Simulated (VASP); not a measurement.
A run of VASP 6.6.1:

Contents of INCAR:

```
PREC = Accurate
ENCUT = 600
EDIFF = 1E-6
ISMEAR = -1
SIGMA = 0.1
LREAL = F
LASPH = T
NELM = 60
ALGO = Normal
ISIF = 3
LWAVE = F
LCHARG = F
GGA = PS
IBRION = 2
NSW = 60
EDIFFG = -0.005
PSTRESS = 1000.0
```

The input KPOINTS:

```
regular mesh
0
Gamma
  18 18 17
```

File POSCAR:

```
Mg
1.0
    2.3995682428      0.0000000000      0.0000000000
   -1.1997841214      2.0780870563      0.0000000000
    0.0000000000      0.0000000000      2.2555941482
Mg
1
Direct
    0.0000000000      0.0000000000      0.0000000000
```

Potentials or basis: VASP PAW PBE potentials, release 64 (Mg).

Command:

```sh
$ cat potpaw_PBE.64/Mg/POTCAR > POTCAR
$ mpirun -np 1 vasp_std > vasp.out
```

Hardware: 1 thread of Intel(R) Xeon(R) Platinum 8488C (Sapphire Rapids), on a shared host.

Problem. Estimate the wall time of this run.

Solution. Wall time 26 s on 1 thread of Intel(R) Xeon(R) Platinum 8488C (Sapphire Rapids), with other jobs on the host, peak memory 0.15 GiB. Counts: scf iterations 25, k points 333, ion steps 5.
